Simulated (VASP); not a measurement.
Here is a VASP 6.6.1 calculation.

File INCAR:

```
SYSTEM = Zr4Nb4CuNi7
PREC = Accurate
ENCUT = 520
EDIFF = 1E-6
ISMEAR = -1
SIGMA = 0.1853
LREAL = Auto
LASPH = .TRUE.
NELM = 100
ALGO = Normal
ISIF = 2
LWAVE = .FALSE.
LCHARG = .TRUE.
GGA = PE
LELF = .TRUE.
LVHAR = .TRUE.
ISYM = 0
NBANDS = 104
```

Contents of KPOINTS:

```
Automatic mesh
0
Gamma
  1 1 1
  0.25 0.25 0.25
```

The input POSCAR:

```
Zr4Nb4CuNi7
1.0
    6.3887080000     -0.1527840000      0.0266330000
   -0.1527840000      6.3258630000      0.1331170000
    0.0266330000      0.1331170000      6.1681230000
Ni Nb Zr Cu
7 4 4 1
Direct
    0.0313404882      0.7229361345      0.5802893716
    0.0150956870      0.3311318420      0.3509071851
    0.1973101193      0.5413124980      0.1589438381
    0.2073031385      0.1765378401      0.7141492976
    0.5273915751      0.1060662186      0.6167704119
    0.5666317897      0.5342880521      0.0174451892
    0.3377701393      0.4924685260      0.5865475178
    0.2950009180      0.8158426432      0.8387330660
    0.2131603318      0.1701508558      0.1161045150
    0.6010273059      0.0879411399      0.0303023106
    0.7120996847      0.7467330065      0.7244735216
    0.9323662023      0.3806043820      0.8075637236
    0.4454202122      0.8318253690      0.3732187289
    0.8752453372      0.7672941445      0.1470874845
    0.6634928007      0.3622450326      0.3285578488
    0.9195659032      0.0598390286      0.5324748889
```

Potentials or basis: VASP PAW PBE potentials, release 64 (Ni, Nb_sv, Zr_sv, Cu).

Launch:

```sh
$ cat potpaw_PBE.64/Ni/POTCAR potpaw_PBE.64/Nb_sv/POTCAR potpaw_PBE.64/Zr_sv/POTCAR potpaw_PBE.64/Cu/POTCAR > POTCAR
$ mpirun -np 1 vasp_std > vasp.out
```

**Question.** What does it give for the pressure?

**Answer.** 16.9 GPa.

**Question.** Estimate the largest force.

**Answer.** 3.739 eV/Å.

Stress tensor (GPa, compression positive):
```
17.93 -1.22 -6.29
-1.22 19.50 -6.48
-6.29 -6.48 13.32
```

Caveat: the k points lie up to 1.02 Å⁻¹ apart. Spin polarisation is off, so any magnetic state and its effect on volume and gap are missing.
